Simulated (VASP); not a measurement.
Runs of VASP 6.6.1 on Zr. The structure is that of space group Im-3m (No. 229), or close to it. The cells are those of the table. 

```csv
task,cell,gap on the mesh (eV),pressure (GPa)
single point,"a = 3.156 Å, angles 110.0, 110.0, 108.4°, 1 atom",none,-8.0
electric field gradients,"a = 3.156 Å, angles 110.0°, 1 atom",none,-6.6
single point,"a = 3.125 Å, angles 109.2°, 1 atom",none,-6.6
single point,"a = 3.156 Å, angles 110.0°, 1 atom",none,-6.6
single point,"a = 3.125 Å, angles 109.2, 109.2, 110.0°, 1 atom",none,(a)
```

Alike in all rows: level PBEsol; potentials or basis VASP PAW PBE potentials, release 64 (Zr_sv); no spin polarisation; k mesh 14 × 14 × 14; cutoff (eV) 520; smearing fermi-dirac 0.08 eV.

Task: Estimate the missing entries.

Result: (a) -5.9.

Caveats: the cell stands under tension; the PAW data sets were made with another functional, which shifts forces and pressure a little.

A k mesh can miss the band edges, and the runs leave out spin-orbit coupling on Zr.

A gap of «none» marks levels without a gap at the run's occupations.
